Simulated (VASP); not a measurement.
TaN, 2 atoms in the cell. Symmetry: Fm-3m, No. 225, cubic system. Conventional cell: a = 4.358 Å, b = 4.358 Å, c = 4.358 Å, α = 90.00°, β = 90.00°, γ = 90.00°. Within 2.9 Å of Ta (site symmetry m-3m) lie 6 N at 2.18 Å. Within 2.9 Å of N (site symmetry m-3m) lie 6 Ta at 2.18 Å. 

| Item | Value |
| --- | --- |
| Program | VASP 6.6.1 |
| Task | single point |
| Functional | PBEsol |
| Potentials or basis | VASP PAW PBE potentials, release 64 (Ta_sv_GW, N) |
| Cutoff | 700 eV |
| k mesh | 12 × 12 × 12 |
| Occupations | fermi-dirac, width 0.1 eV |
| Spin | no spin polarisation |
| Dipole correction | no |
| Further INCAR settings | ALGO = Normal; EDIFF = 1e-06; NBANDS = 16 |

Potentials or basis: VASP PAW PBE potentials, release 64 (Ta_sv_GW, N).

The run is started by

```bash
$ cat potpaw_PBE.64/Ta_sv_GW/POTCAR potpaw_PBE.64/N/POTCAR > POTCAR
$ mpirun -np 1 vasp_std > vasp.out
```

Hardware: 1 thread of Intel(R) Xeon(R) Platinum 8488C (Sapphire Rapids), on a shared host.

Task: How long does it take, and how much memory?

Result: Wall time 29 s on 1 thread of Intel(R) Xeon(R) Platinum 8488C (Sapphire Rapids), on a shared host, peak memory 0.2 GiB. Counts: scf iterations 13, k points 72.
